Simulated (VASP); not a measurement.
Here is a VASP 6.6.1 calculation.

The input INCAR:

```
SYSTEM = WS2
  PREC = Accurate
  ENCUT = 520
  EDIFF = 1E-6
  ISMEAR = 0
  SIGMA = 0.05
  LREAL = .FALSE.
  LASPH = .TRUE.
  NELM = 100
  ALGO = Normal
  ISIF = 2
  LWAVE = .FALSE.
  LCHARG = .FALSE.
  GGA = PS
  NBANDS = 20
```

File KPOINTS:

```
regular mesh
0
G
  12 12 12
  0 0 0
```

POSCAR

```
WS2
1.0
    1.5158403689      0.8751708450      6.6563964000
   -1.5158403689      0.8751708450      6.6563964000
    0.0000000000     -1.7503416901      6.6563964000
W S
1 2
Direct
    0.0000000000      0.0000000000      0.0000000000
    0.7503000000      0.7503000000      0.7503000000
    0.5810000000      0.5810000000      0.5810000000
```

Potentials or basis: VASP PAW PBE potentials, release 64 (W_sv, S).

Run with:

```console
$ cat potpaw_PBE.64/W_sv/POTCAR potpaw_PBE.64/S/POTCAR > POTCAR
$ mpirun -np 1 vasp_std > vasp.out
```

**Question.** What does it give for the band gap on the k mesh?

**Answer.** 1.12 eV (least direct gap 1.95 eV).

**Question.** What does it give for the largest force?

**Answer.** 1.749 eV/Å.

**Question.** Estimate the pressure.

**Answer.** -0.5 GPa.

Stress tensor (GPa, compression positive):
```
  6.77   0.00   0.00
  0.00   6.77   0.00
  0.00   0.00 -15.10
```

Caveat: the cell differs from its parent crystal (strain -0.040 along x and y, +0.080 along z); the PAW data sets were made with another functional, which shifts forces and pressure a little; spin-orbit coupling is left out, which moves the levels of the heavy elements. A k mesh can miss the band edges.
